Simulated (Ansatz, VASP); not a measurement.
**I: VASP beside Ansatz**

File INCAR:

```
SYSTEM = I
PREC = Accurate ; ENCUT = 520
EDIFF = 1E-6 ; ISMEAR = -1
SIGMA = 0.05 ; LREAL = .FALSE.
LASPH = .TRUE. ; NELM = 100
ALGO = Normal ; ISIF = 2
LWAVE = .FALSE. ; LCHARG = .FALSE.
GGA = PS ; NBANDS = 22
```

Contents of KPOINTS:

```
regular mesh
0
G
  7 7 3
  0 0 0
```

File POSCAR:

```
I
1.0
    3.6350350000     -2.3950200000      0.0000000000
    3.6350350000      2.3950200000      0.0000000000
    0.0000000000      0.0000000000      9.7934400000
I
4
Direct
    0.6534940000      0.3467530000      0.3829530000
    0.1523430000      0.8403500000      0.1136140000
    0.3667450000      0.6451680000      0.6154720000
    0.8462630000      0.1537000000      0.8821900000
```

File input.yaml:

```yaml
crystal:
  lattice:
    - [3.635035, -2.39502, 0.0]
    - [3.635035, 2.39502, 0.0]
    - [0.0, 0.0, 9.79344]
  atoms:
    - { symbol: I, position: [0.653494, 0.346753, 0.382953] }
    - { symbol: I, position: [0.152343, 0.84035, 0.113614] }
    - { symbol: I, position: [0.366745, 0.645168, 0.615472] }
    - { symbol: I, position: [0.846263, 0.1537, 0.88219] }
kpoints:
  mp_grid: { grid: [7, 7, 3] }
scf:
  occupations: { method: fermi_dirac, width: 0.05 }
hamiltonian:
  xc: pbesol
  pseudopotentials: { kind: all_electron, lapw: { basis_error: 0.001 } }
output:
  forces: true
  stress: true
  eigenvalues: true
  populations: true
```

Change from the starting cell: atoms moved at random, drawn with an rms of 0.05 Å.

Alike in both runs: task single point; functional PBEsol; k mesh 7 × 7 × 3; occupations fermi-dirac, width 0.05 eV; no spin polarisation.

|  | VASP | Ansatz |
| --- | --- | --- |
| version | VASP 6.6.1 | Ansatz 0.2.0 |
| potentials or method | VASP PAW PBE potentials, release 64 (I), cutoff 520 eV | all-electron LAPW, scalar-relativistic |

VASP gave:

| Property | Result |
| --- | --- |
| gap on the k mesh at the Fermi level (eV) | 1.25 |
| least direct gap on the mesh (eV) | 1.34 |
| pressure (GPa) | -0.1 |
| traceless stress, the component that is largest in VASP (GPa) | -0.49 |
| rms of the force components (eV/Å) | 0.391 |

Q: Estimate Ansatz's values.

A: gap on the k mesh at the Fermi level (eV): 1.26; least direct gap on the mesh (eV): 1.35; pressure (GPa): -0.1; traceless stress, the component that is largest in VASP (GPa): -0.49; rms of the force components (eV/Å): 0.389.

VASP's potentials were made for PBE, not for PBEsol. Atom by atom the forces differ by 0.003 eV/Å (rms over components). Ansatz ran all-electron here, and VASP with PAW potentials.

Neither program's run includes spin-orbit coupling.
